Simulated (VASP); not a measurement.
Input of a VASP 6.6.1 run:

The input INCAR:

```
SYSTEM = C
  ALGO = Normal
  EDIFF = 1E-6
  ENCUT = 520
  GGA = PE
  ISIF = 2
  ISMEAR = -1
  LASPH = .TRUE.
  LCHARG = .FALSE.
  LREAL = .FALSE.
  LWAVE = .FALSE.
  NBANDS = 13
  NELM = 60
  PREC = Accurate
  SIGMA = 0.05
```

KPOINTS

```
k-points
0
G
  12 12 16
  0 0 0
```

The input POSCAR:

```
C
1.0
    4.3253449561      0.0000000000      0.0000000000
   -2.1626724780      3.7458586121      0.0000000000
    0.0000000000      0.0000000000      1.2528935591
C
3
Direct
    0.0000000000      0.0000000000      0.0000000000
    0.3333333333      0.6666666667      0.5000000000
    0.6666666667      0.3333333333      0.5000000000
```

Potentials or basis: VASP PAW PBE potentials, release 64 (C).

Run with:

```sh
$ cat potpaw_PBE.64/C/POTCAR > POTCAR
$ mpirun -np 1 vasp_std > vasp.out
```

(1) Estimate the band gap on the k mesh.

(2) What does it give for the pressure?

Results:

(1) zero (band 6 reaches 17.20 eV, above the bottom of band 7 at -1.05 eV).

(2) 69.8 GPa.
